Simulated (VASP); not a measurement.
A run of VASP 6.6.1:

Contents of POSCAR:

```
LiCl
1.0
    0.0000000000      2.5560369889      2.5560369889
    2.5560369889      0.0000000000      2.5560369889
    2.5560369889      2.5560369889      0.0000000000
Li Cl
1 1
Direct
    0.0000000000      0.0000000000      0.0000000000
    0.5000000000      0.5000000000      0.5000000000
```

Contents of INCAR.step1:

```
PREC = Accurate ; ENCUT = 500
EDIFF = 1E-8 ; ISMEAR = 0
SIGMA = 0.01 ; LREAL = False
LASPH = True ; NELM = 60
ALGO = Normal ; LWAVE = True
LCHARG = False ; GGA = PE
```

INCAR.step2

```
PREC = Accurate ; ENCUT = 500
EDIFF = 1E-8 ; ISMEAR = 0
SIGMA = 0.01 ; LREAL = False
LASPH = True ; NELM = 1
ALGO = Exact ; LWAVE = True
LCHARG = False ; GGA = PE
NBANDS = 129 ; LOPTICS = True
ISTART = 1
```

INCAR.step3

```
PREC = Accurate ; ENCUT = 500
EDIFF = 1E-8 ; ISMEAR = 0
SIGMA = 0.01 ; LREAL = False
LASPH = True ; ALGO = EVGW0
LWAVE = False ; LCHARG = False
GGA = PE ; NELMGW = 1
NBANDS = 129 ; ENCUTGW = 140.0
NOMEGA = 96 ; PRECFOCK = Fast
ISTART = 1 ; NBANDSGW = 12
OMEGAMAX = 20
```

Contents of KPOINTS:

```
Automatic mesh
0
Gamma
  4 4 4
```

Potentials or basis: VASP PAW PBE potentials, release 64 (Li_GW, Cl_GW).

The run is started by

```sh
$ cat potpaw_PBE.64/Li_GW/POTCAR potpaw_PBE.64/Cl_GW/POTCAR > POTCAR
$ cp INCAR.step1 INCAR
$ mpirun -np 1 vasp_std > vasp.out
$ cp INCAR.step2 INCAR
$ mpirun -np 1 vasp_std > vasp.out
$ cp INCAR.step3 INCAR
$ mpirun -np 1 vasp_std > vasp.out
```

Hardware: 1 thread of Intel(R) Xeon(R) 6975P-C (Granite Rapids), on a shared host.

Problem. How long does it take, and how much memory?

Solution. Wall time 80 s on 1 thread of Intel(R) Xeon(R) 6975P-C (Granite Rapids), on a shared host, peak memory 0.32 GiB. Counts: k points 8.
